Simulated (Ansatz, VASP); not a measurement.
**Ba: VASP beside Ansatz**

File INCAR:

```
ALGO = Fast ; EDIFF = 1E-6
ENCUT = 520 ; GGA = PS
ISIF = 2 ; ISMEAR = 0
LASPH = True ; LCHARG = False
LREAL = False ; LWAVE = False
NBANDS = 11 ; NELM = 100
PREC = Accurate ; SIGMA = 0.15
```

KPOINTS

```
k-points
0
Gamma
  14 14 14
```

File POSCAR:

```
Ba
1.0
   -2.4000000000      2.4000000000      2.6000000000
    2.4000000000     -2.4000000000      2.6000000000
    2.4000000000      2.4000000000     -2.6000000000
Ba
1
Direct
    0.0000000000      0.0000000000      0.0000000000
```

Input for Ansatz:

```yaml
crystal:
  lattice:
    - [-2.4, 2.4, 2.6]
    - [2.4, -2.4, 2.6]
    - [2.4, 2.4, -2.6]
  atoms:
    - { symbol: Ba, position: [0.0, 0.0, 0.0] }
basis:
  ecutwfc: 420
kpoints:
  mp_grid: { grid: [14, 14, 14] }
hamiltonian:
  xc: pbesol
scf:
  occupations: { method: gaussian, width: 0.15 }
output:
  forces: true
  stress: true
  eigenvalues: true
```

Change from the starting cell: strain -0.040 along x and y, +0.040 along z, atoms carried along.

Alike in both runs: task single point; functional PBEsol; k mesh 14 × 14 × 14; occupations gaussian, width 0.15 eV; no spin polarisation.

```csv
,VASP,Ansatz
version,VASP 6.6.1,Ansatz 0.2.0
potentials or method,"VASP PAW PBE potentials, release 64 (Ba_sv), cutoff 520 eV","scalar-relativistic, plane waves, PAW"
valence electrons in the cell,10,10
```

```csv
,VASP,Ansatz,Ansatz less VASP
gap on the k mesh at the Fermi level (eV),none,none,-
pressure (GPa),-0.2,-0.2,-0.07
"traceless stress, the component that is largest in VASP (GPa)",-0.20,-0.19,+0.003
```

VASP's potentials were made for PBE, not for PBEsol. A gap of «none» marks a metal or a gap that the smearing closes.

Spin-orbit coupling is off throughout.
